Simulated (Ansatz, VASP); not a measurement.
# SiO2: VASP beside Ansatz

INCAR

```
SYSTEM = SiO2
  PREC = Accurate
  ENCUT = 520
  EDIFF = 1E-7
  ISMEAR = 0
  SIGMA = 0.02
  LREAL = Auto
  LASPH = .TRUE.
  NELM = 100
  ALGO = Normal
  ISIF = 2
  LWAVE = .FALSE.
  LCHARG = .FALSE.
  GGA = CA
  NBANDS = 82
```

File KPOINTS:

```
regular mesh
0
G
  4 4 4
  0 0 0
```

POSCAR

```
SiO2
1.0
   -4.2235302601      4.2235302601      4.2235302601
    4.2235302601     -4.2235302601      4.2235302601
    4.2235302601      4.2235302601     -4.2235302601
Si O
8 16
Direct
    0.5000000000      0.0000000000      0.7824953700
    0.2824953700      0.2824953700      0.2824953700
    0.5000000000      0.0000000000      0.2175046300
    0.7175046300      0.7175046300      0.7175046300
    0.7824953700      0.5000000000      0.0000000000
    0.0000000000      0.2175046300      0.5000000000
    0.2175046300      0.5000000000      0.0000000000
    0.0000000000      0.7824953700      0.5000000000
    0.6802250600      0.9302250600      0.7500000000
    0.7500000000      0.6802250600      0.9302250600
    0.8197749400      0.5697749400      0.2500000000
    0.7500000000      0.1802250600      0.4302250600
    0.0697749400      0.2500000000      0.3197749400
    0.5000000000      0.0000000000      0.0000000000
    0.2500000000      0.8197749400      0.5697749400
    0.4302250600      0.7500000000      0.1802250600
    0.3197749400      0.0697749400      0.2500000000
    0.1802250600      0.4302250600      0.7500000000
    0.9302250600      0.7500000000      0.6802250600
    0.5000000000      0.5000000000      0.5000000000
    0.2500000000      0.3197749400      0.0697749400
    0.0000000000      0.5000000000      0.0000000000
    0.0000000000      0.0000000000      0.5000000000
    0.5697749400      0.2500000000      0.8197749400
```

Input for Ansatz:

```yaml
crystal:
  lattice:
    - [-4.2235302601, 4.2235302601, 4.2235302601]
    - [4.2235302601, -4.2235302601, 4.2235302601]
    - [4.2235302601, 4.2235302601, -4.2235302601]
  atoms:
    - { symbol: Si, position: [0.5, 0.0, 0.78249537] }
    - { symbol: Si, position: [0.28249537, 0.28249537, 0.28249537] }
    - { symbol: Si, position: [0.5, 0.0, 0.21750463] }
    - { symbol: Si, position: [0.71750463, 0.71750463, 0.71750463] }
    - { symbol: Si, position: [0.78249537, 0.5, 0.0] }
    - { symbol: Si, position: [0.0, 0.21750463, 0.5] }
    - { symbol: Si, position: [0.21750463, 0.5, 0.0] }
    - { symbol: Si, position: [0.0, 0.78249537, 0.5] }
    - { symbol: O, position: [0.68022506, 0.93022506, 0.75] }
    - { symbol: O, position: [0.75, 0.68022506, 0.93022506] }
    - { symbol: O, position: [0.81977494, 0.56977494, 0.25] }
    - { symbol: O, position: [0.75, 0.18022506, 0.43022506] }
    - { symbol: O, position: [0.06977494, 0.25, 0.31977494] }
    - { symbol: O, position: [0.5, 0.0, 0.0] }
    - { symbol: O, position: [0.25, 0.81977494, 0.56977494] }
    - { symbol: O, position: [0.43022506, 0.75, 0.18022506] }
    - { symbol: O, position: [0.31977494, 0.06977494, 0.25] }
    - { symbol: O, position: [0.18022506, 0.43022506, 0.75] }
    - { symbol: O, position: [0.93022506, 0.75, 0.68022506] }
    - { symbol: O, position: [0.5, 0.5, 0.5] }
    - { symbol: O, position: [0.25, 0.31977494, 0.06977494] }
    - { symbol: O, position: [0.0, 0.5, 0.0] }
    - { symbol: O, position: [0.0, 0.0, 0.5] }
    - { symbol: O, position: [0.56977494, 0.25, 0.81977494] }
basis:
  ecutwfc: 420
kpoints:
  mp_grid: { grid: [4, 4, 4] }
hamiltonian:
  xc: lda
scf:
  occupations: { method: gaussian, width: 0.02 }
output:
  forces: true
  stress: true
  eigenvalues: true
  populations: true
```

Alike in both runs: task single point; functional LDA; k mesh 4 × 4 × 4; occupations gaussian, width 0.02 eV; no spin polarisation.

|  | VASP | Ansatz |
| --- | --- | --- |
| version | VASP 6.6.1 | Ansatz 0.2.0 |
| potentials or method | VASP PAW LDA potentials, release 64 (Si, O), cutoff 520 eV | scalar-relativistic, plane waves, PAW |
| valence electrons in the cell | 128 | 128 |

VASP gave:

| Quantity | Value |
| --- | --- |
| gap on the k mesh at the Fermi level (eV) | 5.69 |
| least direct gap on the mesh (eV) | 5.76 |
| pressure (GPa) | -1.3 |
| rms of the force components (eV/Å) | 0.025 |

**Question.** Which values does Ansatz return?

**Answer.** gap on the k mesh at the Fermi level (eV): 5.69; least direct gap on the mesh (eV): 5.75; pressure (GPa): -2.0; rms of the force components (eV/Å): 0.038.

LDA's correlation is that of Perdew and Zunger in VASP and of Perdew and Wang (1992) in Ansatz. Atom by atom the forces differ by 0.018 eV/Å (rms over components).
